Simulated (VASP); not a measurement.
# CeMn2Re2 (I4/mmm) in VASP: single point with r2SCAN

Aim: the single point of CeMn2Re2 with r2SCAN.

Program: VASP 6.6.1. These are calculated values, not measurements. Logs are shortened: lines on timing, memory, paths and dates and some standing lists are left out, and cuts for length are marked.

## (1) The cell of the first run

Symmetry: I4/mmm, No. 139, tetragonal system. Conventional cell: a = 3.956 Å, b = 3.956 Å, c = 10.672 Å, α = 90.00°, β = 90.00°, γ = 90.00°. Within 3.2 Å of Re (site symmetry 4mm) lie 4 Mn at 2.44 Å and 1 Re at 2.48 Å and 4 Ce at 3.06 Å. Within 3.2 Å of Mn (site symmetry -4m2) lie 4 Re at 2.44 Å and 4 Mn at 2.80 Å. Within 4.0 Å of Ce (site symmetry 4/mmm) lie 8 Re at 3.06 Å and 8 Mn at 3.32 Å and 4 Ce at 3.96 Å.

## (2) Single point, r2SCAN

POSCAR reads:

```
CeMn2Re2
1.0
    0.0000000000      3.9562130000      0.0000000000
    3.9562130000      0.0000000000      0.0000000000
    1.9781060000      1.9781060000     -5.3357800000
Re Mn Ce
2 2 1
Direct
    0.3840000000      0.3840000000      0.2320000000
    0.6160000000      0.6160000000      0.7680000000
    0.7500000000      0.2500000000      0.5000000000
    0.2500000000      0.7500000000      0.5000000000
    0.0000000000      0.0000000000      0.0000000000
```

INCAR.step1 reads:

```
PREC = Accurate ; ENCUT = 520
ISMEAR = -1 ; SIGMA = 0.1
LREAL = False ; LASPH = True
NELM = 60 ; NBANDS = 34
GGA = PE ; ALGO = Normal
EDIFF = 1E-4 ; LWAVE = True
LCHARG = False
```

INCAR.step2 reads:

```
PREC = Accurate ; ENCUT = 520
EDIFF = 1E-7 ; ISMEAR = -1
SIGMA = 0.1 ; LREAL = False
LASPH = True ; NELM = 60
ALGO = Normal ; ISIF = 2
LWAVE = False ; LCHARG = False
METAGGA = R2SCAN ; LMIXTAU = True
NBANDS = 34 ; ISTART = 1
```

KPOINTS reads:

```
regular mesh
0
Gamma
  6 6 6
```

Potentials or basis: VASP PAW PBE potentials, release 64 (Re, Mn_pv, Ce).

Command:

```sh
$ cat potpaw_PBE.64/Re/POTCAR potpaw_PBE.64/Mn_pv/POTCAR potpaw_PBE.64/Ce/POTCAR > POTCAR
$ cp INCAR.step1 INCAR
$ mpirun -np 1 vasp_std > vasp.out
$ cp INCAR.step2 INCAR
$ mpirun -np 1 vasp_std > vasp.out
```

OUTCAR:

```text
PREC = Accurate
   ENCUT = 520
   EDIFF = 1E-7
   ISMEAR = -1
   LREAL = False
   LASPH = True
   NELM = 60
   ISIF = 2
   METAGGA = R2SCAN
   ISTART = 1

 ion  position               nearest neighbor table
   1  0.384  0.384  0.232-   3 2.44   4 2.44   4 2.44   3 2.44   2 2.48   5 3.06   5 3.06   5 3.06
                             5 3.06
   2  0.616  0.616  0.768-   3 2.44   4 2.44   4 2.44   3 2.44   1 2.48   5 3.06   5 3.06   5 3.06
                             5 3.06
   3  0.750  0.250  0.500-   1 2.44   2 2.44   1 2.44   2 2.44   4 2.80   4 2.80   4 2.80   4 2.80

   4  0.250  0.750  0.500-   1 2.44   2 2.44   1 2.44   2 2.44   3 2.80   3 2.80   3 2.80   3 2.80

   5  0.000  0.000  0.000-   1 3.06   2 3.06   2 3.06   2 3.06   1 3.06   1 3.06   2 3.06   1 3.06

  LATTYP: Found a body centered tetragonal cell.
 ALAT       =     3.9562130000
 C/A-ratio  =     2.6974179601

  Lattice vectors:

 A1 = (  -1.9781060000,   1.9781070000,   5.3357800000)
 A2 = (   1.9781070000,  -1.9781060000,   5.3357800000)
 A3 = (   1.9781060000,   1.9781060000,  -5.3357800000)

Analysis of symmetry for initial positions (statically):
=====================================================================
 Subroutine PRICEL returns:
 Original cell was already a primitive cell.

 Routine SETGRP: Setting up the symmetry group for a
 body centered tetragonal supercell.

 Subroutine GETGRP returns: Found 16 space group operations
 (whereof 16 operations were pure point group operations)
 out of a pool of 16 trial point group operations.

The static configuration has the point symmetry D_4h.

Analysis of symmetry for dynamics (positions and initial velocities):
=====================================================================
 Subroutine PRICEL returns:
 Original cell was already a primitive cell.

 Routine SETGRP: Setting up the symmetry group for a
 body centered tetragonal supercell.

 Subroutine GETGRP returns: Found 16 space group operations
 (whereof 16 operations were pure point group operations)
 out of a pool of 16 trial point group operations.

The dynamic configuration has the point symmetry D_4h.

 Subroutine INISYM returns: Found 16 space group operations
 (whereof 16 operations are pure point group operations),
 and found     1 'primitive' translations

----------------------------------------------------------------------------------------

                                     Primitive cell

  volume of cell :      83.5136

[... 91 lines left out ...]
   LASPH  =      T    aspherical Exc in radial PAW
   ENCUT  =  520.0 eV  38.22 Ry    6.18 a.u.   7.36  7.36 11.20*2*pi/ulx,y,z
   NELM   =     60;   NELMIN=  2; NELMDL=  0     # of ELM steps
   EDIFF  = 0.1E-06   stopping-criterion for ELM
   LREAL  =      F    real-space projection
   EDIFFG = 0.1E-05   stopping-criterion for IOM
   NSW    =      0    number of steps for IOM
   IBRION =     -1    ionic relax: 0-MD 1-quasi-New 2-CG
   NFREE  =      0    steps in history (QN), initial steepest desc. (CG)
   ISIF   =      2    stress and relaxation
   ISYM   =      2    0-nonsym 1-usesym 2-fastsym
   POTIM  = 0.5000    time-step for ionic-motion
   TEBEG  =    0.0;   TEEND  =   0.0 temperature during run
   PSTRESS=    0.0 pullay stress
   NELECT =      52.0000    total number of electrons
   NUPDOWN=      -1.0000    fix difference up-down
   EMIN   =  10.00;   EMAX   =-10.00  energy-range for DOS
   EFERMI =   0.00;   METHOD = LEGACY
   ISMEAR =    -1;   SIGMA  =   0.10  broadening in eV -4-tet -1-fermi 0-gaus
   EFERMI_NEDOS =   21; number of points for ismear=-14 and -15
   IALGO  =     38    algorithm
   IMIX   =      4    mixing-type and parameters
     AMIX     =   0.40;   BMIX     =  1.00
     AMIX_MAG =   1.60;   BMIX_MAG =  1.00
  volume/ion in A,a.u.               =      16.70       112.72
  Fermi-wavevector in a.u.,A,eV,Ry     =   1.397945  2.641734 26.589202  1.954251
  Thomas-Fermi vector in A             =   2.521152
   LORBIT       =      0    0 simple, 1 ext, 2 COOP (PROOUT), +10 PAW based schemes
   METAGGA = R2SCAN    functional components
   LHFCALC =     F    Hartree Fock is set to
   AEXX    =    0.0000 exact exchange contribution
   IVDW    =     0    specifies the selected vdW correction
   LEPSILON=     F    determine dielectric tensor
   LRPA    =     F    only Hartree local field effects (RPA)
 non-spin polarized calculation
  energy-cutoff  :      520.00
  volume of cell :       83.51
 maximum number of plane-waves:      2284
 NGX is ok and might be reduce to    30
   NGX = 15   NGY = 15   NGZ = 23

 number of electron      51.9999996 magnetization

 Free energy of the ion-electron system (eV)
  ---------------------------------------------------
  ext. energy  EPLUGINS =         0.00000000
  ---------------------------------------------------
  free energy    TOTEN  =      -163.51569104 eV

  energy without entropy =     -163.26672514  energy(sigma->0) =     -163.39120809

 E-fermi :   8.1150     XC(G=0): -13.5305

 val. band max:        8.1011454314   @ k =  -0.1667   0.0000   0.3333
 cond. band min:       8.1213173318   @ k =   0.5000   0.3333   0.1667
 fundamental gap:      0.0201719005
 Fermi energy:         8.1149760468

 k-point     1 :       0.0000    0.0000    0.0000
  band No.  band energies     occupation
      1     -41.6392      2.00000
      2     -41.6392      2.00000
      3     -41.5250      2.00000
      4     -41.5250      2.00000
      5     -41.5121      2.00000
      6     -41.4915      2.00000
[... 877 lines left out ...]
     33       8.9193      0.00064
     34       9.1319      0.00008

 [... further k-points ...]
[... 5 lines left out ...]
  --------------------------------------------------------------------------------------
  -------------------------------------------------------------------------------------
  Total        1.6501601      1.6501601     -1.1602591     -0.0000000     -0.0000001     -0.0000001
  in kB       31.6577035     31.6577035    -22.2591364     -0.0000000     -0.0000021     -0.0000021
  external PRESSURE =      13.6854236 kB  Pullay stress =       0.0000000 kB

 VOLUME and BASIS-vectors are now :
 -----------------------------------------------------------------------------
  energy-cutoff  :      520.00
  volume of cell :       83.51
      direct lattice vectors                 reciprocal lattice vectors
     0.000000000  3.956213000  0.000000000     0.000000000  0.252766977  0.093706988
     3.956213000  0.000000000  0.000000000     0.252766977  0.000000000  0.093706988
     1.978106000  1.978106000 -5.335780000     0.000000000  0.000000000 -0.187414024

 POSITION                                       TOTAL-FORCE (eV/Angst)
 -----------------------------------------------------------------------------------
      1.97811      1.97811     -1.23790        -0.000000     -0.000000     -2.864890
      3.95621      3.95621     -4.09788         0.000000      0.000000      2.864890
      1.97811      3.95621     -2.66789         0.000000     -0.000000      0.000000
      3.95621      1.97811     -2.66789        -0.000000      0.000000      0.000000
      0.00000      0.00000      0.00000        -0.000000     -0.000000      0.000000
 -----------------------------------------------------------------------------------
    total drift:                                0.000000     -0.000000     -0.000000

  FREE ENERGIE OF THE ION-ELECTRON SYSTEM (eV)
  ---------------------------------------------------
  free  energy   TOTEN  =      -163.5156910382 eV

  energy  without entropy=     -163.2667251353  energy(sigma->0) =     -163.39120809
```

It took 29 min on 1 thread of AMD EPYC 7R13, shared host; peak memory 0.26 GiB.

Results:

```yaml
Free_energy: -163.5157 eV
Pressure: 1.4 GPa
Largest_force: 2.865 eV/Å
Band_gap_on_the_k_mesh: zero (band 26 reaches 8.35 eV, above the bottom of band 27 at 8.13 eV)
```

Forces on the atoms (eV/Å):
```
Re   0.000  0.000 -2.865
Re   0.000  0.000  2.865
Mn   0.000  0.000  0.000
Mn   0.000  0.000  0.000
Ce   0.000  0.000  0.000
```

Caveat: the PAW data sets were made with another functional, which shifts forces and pressure a little; spin-orbit coupling is left out, which moves the levels of the heavy elements; without U or exact exchange the open f shell lies at the Fermi level, which spoils levels, moments and volumes. Spin polarisation is off, so any magnetic state and its effect on volume and gap are missing.
